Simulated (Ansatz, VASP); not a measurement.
# Two plane-wave programs on K4Br3

```
K Br
1.0
     4.25271   -4.73999    0.00000
     4.25271    4.73999    0.00000
     0.00000    0.00000    7.52187
K Br
4 3
Direct
  0.67462 0.67462 0.75844
  0.32538 0.32538 0.75844
  0.67462 0.67462 0.24156
  0.32538 0.32538 0.24156
  0.00000 0.50000 0.50000
  0.50000 0.00000 0.50000
  0.50000 0.50000 0.00000
```

Alike in both runs: task single point; functional PBE; k mesh 4 × 4 × 2; occupations gaussian, width 0.1 eV; no spin polarisation.

|  | VASP | Ansatz |
| --- | --- | --- |
| version | VASP 6.6.1 | Ansatz 0.2.0 |
| potentials or method | VASP PAW PBE potentials, release 64 (K_sv, Br), cutoff 520 eV | scalar-relativistic, plane waves, PAW |
| valence electrons in the cell | 57 | 57 |

VASP gave:

- gap on the k mesh at the Fermi level (eV): none
- pressure (GPa): 11.6
- traceless stress, the component that is largest in VASP (GPa): -11.20
- rms of the force components (eV/Å): 2.823

Task: Estimate Ansatz's values.

Result: gap on the k mesh at the Fermi level (eV): none; pressure (GPa): 11.3; traceless stress, the component that is largest in VASP (GPa): -11.01; rms of the force components (eV/Å): 2.769.

Atom by atom the forces differ by 0.053 eV/Å (rms over components). A gap of «none» marks a metal or a gap that the smearing closes.

The k mesh is coarse, so the values compare programs but aren't converged.
